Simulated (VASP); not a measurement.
Wanted: the native input for a VASP 6.6.1 run.

| Item | Value |
| --- | --- |
| Task | single point |
| Functional | PBEsol |
| Potentials or basis | VASP PAW PBE potentials, release 64 (Al, Cr_pv, C) |
| Cutoff | 520 eV |
| k mesh | 15 × 15 × 4 |
| Occupations | gaussian, width 0.1 eV |
| Spin | no spin polarisation |
| Dipole correction | no |
| Further INCAR settings | ALGO = Normal; EDIFF = 1e-06; NBANDS = 41 |

The structure of AlCr2C lies in POSCAR:

```
AlCr2C
1.0
    2.8130296093      0.0000000000      0.0000000000
   -1.4065148046      2.4361551032      0.0000000000
    0.0000000000      0.0000000000     12.5925502302
Al Cr C
2 4 2
Direct
    0.6666666667      0.3333333333      0.2500000000
    0.3333333333      0.6666666667      0.7500000000
    0.3333333333      0.6666666667      0.4157018943
    0.6666666667      0.3333333333      0.9157018943
    0.6666666667      0.3333333333      0.5842981057
    0.3333333333      0.6666666667      0.0842981057
    0.0000000000      0.0000000000      0.5000000000
    0.0000000000      0.0000000000      0.0000000000
```

The input as run:

INCAR

```
SYSTEM = AlCr2C
PREC     = Accurate       ! precision mode
ENCUT    = 520            ! plane-wave cutoff, eV
EDIFF    = 1E-6           ! SCF threshold, eV
ISMEAR   = 0              ! smearing method
SIGMA    = 0.1            ! smearing width, eV
LREAL    = .FALSE.        ! projectors in reciprocal space
LASPH    = .TRUE.         ! aspherical terms in the spheres
NELM     = 100            ! most SCF steps
ALGO     = Normal         ! electronic algorithm
ISIF     = 2              ! what is computed and relaxed
LWAVE    = .FALSE.        ! write WAVECAR
LCHARG   = .FALSE.        ! write CHGCAR
GGA      = PS             ! functional
NBANDS   = 41             ! bands
```

KPOINTS

```
regular mesh
0
G
  15 15 4
  0 0 0
```

Potentials or basis: VASP PAW PBE potentials, release 64 (Al, Cr_pv, C).

Command:

```console
$ cat potpaw_PBE.64/Al/POTCAR potpaw_PBE.64/Cr_pv/POTCAR potpaw_PBE.64/C/POTCAR > POTCAR
$ mpirun -np 1 vasp_std > vasp.out
```

It gave:

The pressure is 0.1 GPa and the largest force is 0.032 eV/Å. The band gap on the k mesh is zero (band 31 reaches 10.59 eV, above the bottom of band 32 at 9.73 eV).

Caveat: the PAW data sets were made with another functional, which shifts forces and pressure a little.

Run time: 120 s on 1 thread of Intel(R) Xeon(R) 6975P-C (Granite Rapids), on a shared host, peak memory 0.38 GiB.
